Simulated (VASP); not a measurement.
# B12W (Fm-3m) in VASP: further runs

B12W is run at these levels: PBE; tasks: single point.

Program: VASP 6.6.1. These are calculated values, not measurements. Logs are shortened: lines on timing, memory, paths and dates and some standing lists are left out, and cuts for length are marked.

### 1 The cell of the first run

Symmetry: Fm-3m, No. 225, cubic system. Conventional cell: a = 7.125 Å, b = 7.125 Å, c = 7.125 Å, α = 90.00°, β = 90.00°, γ = 90.00°. Within 1.7 Å of B (site symmetry 2mm) lie 5 B at 1.26 to 1.63 Å. W (site symmetry m-3m) has 24 B at 2.60 Å within 3.4 Å.

The cell was generated, and may not be a known phase.

### 2 Single point, PBE

INCAR reads:

```
ALGO = Normal ; EDIFF = 1E-6
ENCUT = 520 ; GGA = PE
ISIF = 2 ; ISMEAR = 0
LASPH = True ; LCHARG = True
LELF = True ; LREAL = False
LVHAR = True ; LWAVE = False
NBANDS = 37 ; NELM = 60
PREC = Accurate ; SIGMA = 0.1
```

KPOINTS reads:

```
k-points
0
Gamma
  4 4 4
```

POSCAR reads:

```
B12W
1.0
    0.0000000000      3.5622974400      3.5622974400
    3.5622974400      0.0000000000      3.5622974400
    3.5622974400      3.5622974400      0.0000000000
B W
12 1
Direct
    0.0882657700      0.4117342300      0.4117342300
    0.4117342300      0.0882657700      0.0882657700
    0.4117342300      0.0882657700      0.4117342300
    0.0882657700      0.4117342300      0.0882657700
    0.4117342300      0.4117342300      0.0882657700
    0.0882657700      0.0882657700      0.4117342300
    0.9117342300      0.5882657700      0.5882657700
    0.5882657700      0.9117342300      0.9117342300
    0.5882657700      0.9117342300      0.5882657700
    0.9117342300      0.5882657700      0.9117342300
    0.5882657700      0.5882657700      0.9117342300
    0.9117342300      0.9117342300      0.5882657700
    0.0000000000      0.0000000000      0.0000000000
```

Potentials or basis: VASP PAW PBE potentials, release 64 (B, W_sv).

Command:

```
$ cat potpaw_PBE.64/B/POTCAR potpaw_PBE.64/W_sv/POTCAR > POTCAR
$ mpirun -np 1 vasp_std > vasp.out
```

OUTCAR:

```text
EDIFF = 1E-6
   ENCUT = 520
   GGA = PE
   ISIF = 2
   ISMEAR = 0
   LASPH = True
   LREAL = False
   NELM = 60
   PREC = Accurate

 ion  position               nearest neighbor table
   1  0.088  0.412  0.412-   7 1.26   4 1.63   5 1.63   6 1.63   3 1.63  13 2.60  13 2.60
   2  0.412  0.088  0.088-   8 1.26   4 1.63   5 1.63   6 1.63   3 1.63  13 2.60  13 2.60
   3  0.412  0.088  0.412-   9 1.26   2 1.63   5 1.63   6 1.63   1 1.63  13 2.60  13 2.60
   4  0.088  0.412  0.088-  10 1.26   2 1.63   5 1.63   6 1.63   1 1.63  13 2.60  13 2.60
   5  0.412  0.412  0.088-  11 1.26   2 1.63   3 1.63   4 1.63   1 1.63  13 2.60  13 2.60
   6  0.088  0.088  0.412-  12 1.26   2 1.63   3 1.63   4 1.63   1 1.63  13 2.60  13 2.60
   7  0.912  0.588  0.588-   1 1.26   9 1.63  10 1.63  11 1.63  12 1.63  13 2.60  13 2.60
   8  0.588  0.912  0.912-   2 1.26   9 1.63  10 1.63  11 1.63  12 1.63  13 2.60  13 2.60
   9  0.588  0.912  0.588-   3 1.26   7 1.63   8 1.63  11 1.63  12 1.63  13 2.60  13 2.60
  10  0.912  0.588  0.912-   4 1.26   7 1.63   8 1.63  11 1.63  12 1.63  13 2.60  13 2.60
  11  0.588  0.588  0.912-   5 1.26   7 1.63   8 1.63   9 1.63  10 1.63  13 2.60  13 2.60
  12  0.912  0.912  0.588-   6 1.26   7 1.63   8 1.63   9 1.63  10 1.63  13 2.60  13 2.60
  13  0.000  0.000  0.000-   8 2.60   9 2.60  11 2.60   7 2.60  10 2.60  11 2.60   7 2.60   9 2.60
                            12 2.60   2 2.60   4 2.60   6 2.60   8 2.60  10 2.60  12 2.60   1 2.60

  LATTYP: Found a face centered cubic cell.
 ALAT       =     7.1245948800

  Lattice vectors:

 A1 = (   0.0000000000,   3.5622974400,   3.5622974400)
 A2 = (   3.5622974400,   0.0000000000,   3.5622974400)
 A3 = (   3.5622974400,   3.5622974400,   0.0000000000)

Analysis of symmetry for initial positions (statically):
=====================================================================
 Subroutine PRICEL returns:
 Original cell was already a primitive cell.

 Routine SETGRP: Setting up the symmetry group for a
 face centered cubic supercell.

 Subroutine GETGRP returns: Found 48 space group operations
 (whereof 48 operations were pure point group operations)
 out of a pool of 48 trial point group operations.

The static configuration has the point symmetry O_h .

Analysis of symmetry for dynamics (positions and initial velocities):
=====================================================================
 Subroutine PRICEL returns:
 Original cell was already a primitive cell.

 Routine SETGRP: Setting up the symmetry group for a
 face centered cubic supercell.

 Subroutine GETGRP returns: Found 48 space group operations
 (whereof 48 operations were pure point group operations)
 out of a pool of 48 trial point group operations.

The dynamic configuration has the point symmetry O_h .

 Subroutine INISYM returns: Found 48 space group operations
 (whereof 48 operations are pure point group operations),
 and found     1 'primitive' translations

----------------------------------------------------------------------------------------

                                     Primitive cell

  volume of cell :      90.4108

  direct lattice vectors                    reciprocal lattice vectors
     0.000000000  3.562297440  3.562297440    -0.140358858  0.140358858  0.140358858
     3.562297440  0.000000000  3.562297440     0.140358858 -0.140358858  0.140358858
     3.562297440  3.562297440  0.000000000     0.140358858  0.140358858 -0.140358858

  length of vectors
     5.037849353  5.037849353  5.037849353     0.243108673  0.243108673  0.243108673

  position of ions in fractional coordinates (direct lattice)
     0.088265770  0.411734230  0.411734230
     0.411734230  0.088265770  0.088265770
     0.411734230  0.088265770  0.411734230
     0.088265770  0.411734230  0.088265770
     0.411734230  0.411734230  0.088265770
     0.088265770  0.088265770  0.411734230
     0.911734230  0.588265770  0.588265770
     0.588265770  0.911734230  0.911734230
     0.588265770  0.911734230  0.588265770
     0.911734230  0.588265770  0.911734230
     0.588265770  0.588265770  0.911734230
     0.911734230  0.911734230  0.588265770
     0.000000000  0.000000000  0.000000000

  ion indices of the primitive-cell ions
   primitive index   ion index
                 1           1
                 2           2
                 3           3
                 4           4
                 5           5
                 6           6
                 7           7
                 8           8
                 9           9
                10          10
                11          11
                12          12
                13          13

----------------------------------------------------------------------------------------

 KPOINTS: k-points

Automatic generation of k-mesh.
 Grid dimensions read from file:
 generate k-points for:    4    4    4

 Generating k-lattice:

  Cartesian coordinates                     Fractional coordinates (reciprocal lattice)
    -0.035089714  0.035089714  0.035089714     0.250000000  0.000000000  0.000000000
     0.035089714 -0.035089714  0.035089714     0.000000000  0.250000000  0.000000000
     0.035089714  0.035089714 -0.035089714     0.000000000  0.000000000  0.250000000

  Length of vectors
     0.060777168  0.060777168  0.060777168

  Shift w.r.t. Gamma in fractional coordinates (k-lattice)
     0.000000000  0.000000000  0.000000000

 Subroutine IBZKPT returns following result:
 ===========================================

 Found      8 irreducible k-points:

 Following reciprocal coordinates:
            Coordinates               Weight
  0.000000  0.000000  0.000000      1.000000
  0.250000  0.000000  0.000000      8.000000
  0.500000  0.000000  0.000000      4.000000
  0.250000  0.250000  0.000000      6.000000
  0.500000  0.250000  0.000000     24.000000
 -0.250000  0.250000  0.000000     12.000000
  0.500000  0.500000  0.000000      3.000000
 -0.250000  0.500000  0.250000      6.000000
   k-points           NKPTS =      8   k-points in BZ     NKDIM =      8   number of bands    NBANDS=     37
   number of dos      NEDOS =    301   number of ions     NIONS =     13
   total plane-waves  NPLWV =  64000
   dimension x,y,z NGX =    40 NGY =   40 NGZ =   40
   dimension x,y,z NGXF=    80 NGYF=   80 NGZF=   80
   ions per type =              12   1
   NGX,Y,Z   is equivalent  to a cutoff of  13.20, 13.20, 13.20 a.u.
   NGXF,Y,Z  is equivalent  to a cutoff of  26.40, 26.40, 26.40 a.u.
 SYSTEM =  unknown system
   PREC   = accura    normal or accurate (medium, high low for compatibility)
   ISTART =      0    job   : 0-new  1-cont  2-samecut
   ICHARG =      2    charge: 1-file 2-atom 10-const
   ISPIN  =      1    spin polarized calculation?
   LNONCOLLINEAR =      F non collinear calculations
   LSORBIT =      F    spin-orbit coupling
   LASPH  =      T    aspherical Exc in radial PAW
   ENCUT  =  520.0 eV  38.22 Ry    6.18 a.u.   9.37  9.37  9.37*2*pi/ulx,y,z
   NELM   =     60;   NELMIN=  2; NELMDL= -5     # of ELM steps
   EDIFF  = 0.1E-05   stopping-criterion for ELM
   LREAL  =      F    real-space projection
   EDIFFG = 0.1E-04   stopping-criterion for IOM
   NSW    =      0    number of steps for IOM
   IBRION =     -1    ionic relax: 0-MD 1-quasi-New 2-CG
   NFREE  =      0    steps in history (QN), initial steepest desc. (CG)
   ISIF   =      2    stress and relaxation
   ISYM   =      2    0-nonsym 1-usesym 2-fastsym
   POTIM  = 0.5000    time-step for ionic-motion
   TEBEG  =    0.0;   TEEND  =   0.0 temperature during run
   PSTRESS=    0.0 pullay stress
   NELECT =      50.0000    total number of electrons
   NUPDOWN=      -1.0000    fix difference up-down
   EMIN   =  10.00;   EMAX   =-10.00  energy-range for DOS
   EFERMI =   0.00;   METHOD = LEGACY
   ISMEAR =     0;   SIGMA  =   0.10  broadening in eV -4-tet -1-fermi 0-gaus
   EFERMI_NEDOS =   21; number of points for ismear=-14 and -15
   IALGO  =     38    algorithm
   IMIX   =      4    mixing-type and parameters
     AMIX     =   0.40;   BMIX     =  1.00
     AMIX_MAG =   1.60;   BMIX_MAG =  1.00
  volume/ion in A,a.u.               =       6.95        46.93
  Fermi-wavevector in a.u.,A,eV,Ry     =   1.343769  2.539355 24.568250  1.805715
  Thomas-Fermi vector in A             =   2.471816
   LORBIT       =      0    0 simple, 1 ext, 2 COOP (PROOUT), +10 PAW based schemes
   GGA     = PE    functional components
   LHFCALC =     F    Hartree Fock is set to
   AEXX    =    0.0000 exact exchange contribution
   IVDW    =     0    specifies the selected vdW correction
   LEPSILON=     F    determine dielectric tensor
   LRPA    =     F    only Hartree local field effects (RPA)
 non-spin polarized calculation
 Gauss-broadening in eV      SIGMA  =   0.10
  energy-cutoff  :      520.00
  volume of cell :       90.41
 maximum number of plane-waves:      2468
 NGX is ok and might be reduce to    40
   NGX = 19   NGY = 19   NGZ = 19

 number of electron      50.0000000 magnetization

 Free energy of the ion-electron system (eV)
  ---------------------------------------------------
  ext. energy  EPLUGINS =         0.00000000
  ---------------------------------------------------
  free energy    TOTEN  =       -68.76146091 eV

  energy without entropy =      -68.73120634  energy(sigma->0) =      -68.74633363

 E-fermi :   7.4176     XC(G=0): -12.0167

 val. band max:        7.4109479798   @ k =   0.2500   0.0000   0.0000
 cond. band min:       7.4252411033   @ k =  -0.2500   0.2500   0.0000
 fundamental gap:      0.0142931235
 Fermi energy:         7.4175694640

 k-point     1 :       0.0000    0.0000    0.0000
  band No.  band energies     occupation
      1     -68.4992      2.00000
      2     -32.6068      2.00000
      3     -32.6068      2.00000
      4     -32.6068      2.00000
      5      -9.3178      2.00000
      6      -7.5330      2.00000
[... 29 lines left out ...]
     36      15.7852      0.00000
     37      15.7852      0.00000
[... 278 lines left out ...]
     36      16.9214      0.00000
     37      16.9263      0.00000

------------------------ aborting loop because EDIFF is reached ----------------------------------------

  FORCE on cell =-STRESS in cart. coord.  units (eV):
  Direction    XX          YY          ZZ          XY          YZ          ZX
  --------------------------------------------------------------------------------------
  -------------------------------------------------------------------------------------
  Total       70.9539701     70.9539701     70.9539701      0.0000000      0.0000000     -0.0000000
  in kB     1257.3805875   1257.3805875   1257.3805875      0.0000000      0.0000000     -0.0000000
  external PRESSURE =    1257.3805875 kB  Pullay stress =       0.0000000 kB

 VOLUME and BASIS-vectors are now :
 -----------------------------------------------------------------------------
  energy-cutoff  :      520.00
  volume of cell :       90.41
      direct lattice vectors                 reciprocal lattice vectors
     0.000000000  3.562297440  3.562297440    -0.140358858  0.140358858  0.140358858
     3.562297440  0.000000000  3.562297440     0.140358858 -0.140358858  0.140358858
     3.562297440  3.562297440  0.000000000     0.140358858  0.140358858 -0.140358858

 POSITION                                       TOTAL-FORCE (eV/Angst)
 -----------------------------------------------------------------------------------
      2.93344      1.78115      1.78115       -14.317083     -0.000000     -0.000000
      0.62886      1.78115      1.78115        14.317083     -0.000000     -0.000000
      1.78115      2.93344      1.78115        -0.000000    -14.317083     -0.000000
      1.78115      0.62886      1.78115        -0.000000     14.317083     -0.000000
      1.78115      1.78115      2.93344        -0.000000     -0.000000    -14.317083
      1.78115      1.78115      0.62886        -0.000000     -0.000000     14.317083
      4.19116      5.34345      5.34345        14.317083      0.000000      0.000000
      6.49574      5.34345      5.34345       -14.317083      0.000000      0.000000
      5.34345      4.19116      5.34345         0.000000     14.317083      0.000000
      5.34345      6.49574      5.34345         0.000000    -14.317083      0.000000
      5.34345      5.34345      4.19116         0.000000      0.000000     14.317083
      5.34345      5.34345      6.49574         0.000000      0.000000    -14.317083
      0.00000      0.00000      0.00000        -0.000000      0.000000      0.000000
 -----------------------------------------------------------------------------------
    total drift:                               -0.000000     -0.000000     -0.000000

  FREE ENERGIE OF THE ION-ELECTRON SYSTEM (eV)
  ---------------------------------------------------
  free  energy   TOTEN  =       -68.7614609119 eV

  energy  without entropy=      -68.7312063443  energy(sigma->0) =      -68.74633363
```

Wall time 19 s (1 thread of Intel Xeon 6975P-C (Granite Rapids), shared host); peak memory 0.24 GiB.

What came out:

| Quantity | Value |
| --- | --- |
| Free energy | -68.7615 eV |
| Pressure | 125.7 GPa |
| Largest force | 14.317 eV/Å |
| Band gap on the k mesh | zero (bands 25 and 26 overlap by 0.39 eV) |

Forces in eV/Å, atoms in the order of the input:
```
B   -14.317   0.000   0.000
B    14.317   0.000   0.000
B     0.000 -14.317   0.000
B     0.000  14.317   0.000
B     0.000   0.000 -14.317
B     0.000   0.000  14.317
B    14.317   0.000   0.000
B   -14.317   0.000   0.000
B     0.000  14.317   0.000
B     0.000 -14.317   0.000
B     0.000   0.000  14.317
B     0.000   0.000 -14.317
W     0.000   0.000   0.000
```

Levels at points of the mesh, in eV from the Fermi level:
| k point | band 23 | band 24 | band 25 | band 26 | band 27 | band 28 |
| --- | --- | --- | --- | --- | --- | --- |
| (0.00, 0.00, 0.00) | -0.61 | -0.61 | 0.14 | 0.14 | 2.17 | 2.17 |
| (0.50, 0.00, 0.00) | -2.01 | -1.83 | 0.05 | 0.05 | 0.82 | 2.15 |
| (0.50, 0.50, 0.00) | -2.08 | -2.08 | 0.38 | 0.46 | 1.63 | 2.21 |

Caveat: the k points lie up to 0.38 Å⁻¹ apart; spin-orbit coupling is left out, which moves the levels of the heavy elements; forces of over 1 eV/Å act on the atoms, so gaps and moduli don't describe the material at rest.

[end of part 1 of 2]

The gap in the log of VASP goes by the Fermi energy; the results here count the filled bands.